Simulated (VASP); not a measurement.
Wanted: the native input for a VASP 6.6.1 run.

| Item | Value |
| --- | --- |
| Task | single point |
| Functional | PBEsol |
| Potentials or basis | VASP PAW PBE potentials, release 64 (Mo_sv, S) |
| Cutoff | 520 eV |
| k mesh | 10 × 10 × 2 |
| Occupations | fermi-dirac, width 0.1 eV |
| Spin | no spin polarisation |
| Dipole correction | no |
| Further INCAR settings | ALGO = Normal; EDIFF = 1e-07; NBANDS = 35 |

The structure of MoS2 lies in POSCAR:

```
MoS2
1.0
    3.1414378934      0.0000000000      0.0000000000
   -1.5707189467      2.7205650201      0.0000000000
    0.0000000000      0.0000000000     12.5806838923
Mo S
2 4
Direct
    0.3333333333      0.6666666667      0.2500000000
    0.6666666667      0.3333333333      0.7500000000
    0.3333333333      0.6666666667      0.6260760800
    0.6666666667      0.3333333333      0.1260760800
    0.3333333333      0.6666666667      0.8739239200
    0.6666666667      0.3333333333      0.3739239200
```

These files were run (other wordings do the same):

INCAR

```
PREC = Accurate
ENCUT = 520
EDIFF = 1E-7
ISMEAR = -1
SIGMA = 0.1
LREAL = False
LASPH = True
NELM = 60
ALGO = Normal
ISIF = 2
LWAVE = False
LCHARG = False
GGA = PS
NBANDS = 35
```

KPOINTS

```
regular mesh
0
Gamma
  10 10 2
```

Potentials or basis: VASP PAW PBE potentials, release 64 (Mo_sv, S).

Command:

```sh
$ cat potpaw_PBE.64/Mo_sv/POTCAR potpaw_PBE.64/S/POTCAR > POTCAR
$ mpirun -np 1 vasp_std > vasp.out
```

Results of the run:

```
Pressure               : 0.0 GPa
Band gap on the k mesh : 1.04 eV, indirect (least direct gap 1.97 eV)
```

Caveat: the PAW data sets were made with another functional, which shifts forces and pressure a little; this functional lacks dispersion, which binds the layers, so the pressure and a relaxed spacing across them are unreliable.

It took 74 s on 1 thread of AMD EPYC 9R14 (Zen 4) (shared host), peak memory 0.23 GiB.
